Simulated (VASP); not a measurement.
A run of VASP 6.6.1 is set up as follows.

The input INCAR:

```
PREC = Accurate
ENCUT = 520
EDIFF = 1E-6
ISMEAR = 0
SIGMA = 0.01
LREAL = F
LASPH = T
NELM = 60
ALGO = Normal
ISIF = 2
LWAVE = F
LCHARG = T
GGA = PE
IVDW = 12
LELF = T
LVHAR = T
NBANDS = 16
```

KPOINTS

```
Automatic mesh
0
Gamma
  6 6 6
```

Contents of POSCAR:

```
GaP
1.0
    0.0000000000      2.7231769031      2.7231769031
    2.7231769031      0.0000000000      2.7231769031
    2.7231769031      2.7231769031      0.0000000000
Ga P
1 1
Direct
    0.0000000000      0.0000000000      0.0000000000
    0.2500000000      0.2500000000      0.2500000000
```

Potentials or basis: VASP PAW PBE potentials, release 64 (Ga_d, P).

Launch:

```console
$ cat potpaw_PBE.64/Ga_d/POTCAR potpaw_PBE.64/P/POTCAR > POTCAR
$ mpirun -np 1 vasp_std > vasp.out
```

What does it give for the dispersion energy per atom?

-0.317 eV.

What does it give for the pressure?

-0.1 GPa.

Estimate the band gap on the k mesh.

1.65 eV, indirect (least direct gap 1.84 eV).

**Measured values to compare with.**

“Stacking defects in GaP nanowires: Electronic structure and optical properties”, 2018, arxiv:1810.01194 quotes, for a bulk crystal of GaP at 10 K: band gap 2.34 eV (indirect).

A measured gap of GaP is 2.34 eV (indirect; 10 K; quoted in “Stacking defects in GaP nanowires: Electronic structure and optical properties”, 2018, arxiv:1810.01194); the calculated 1.65 eV misses it by -0.69 eV. Spin-orbit coupling on Ga is left out. The value is that of PBE+D3(BJ) on a finite k mesh, which can miss the band edges, without temperature or zero-point motion. Semilocal functionals fall short of measured gaps as a rule.
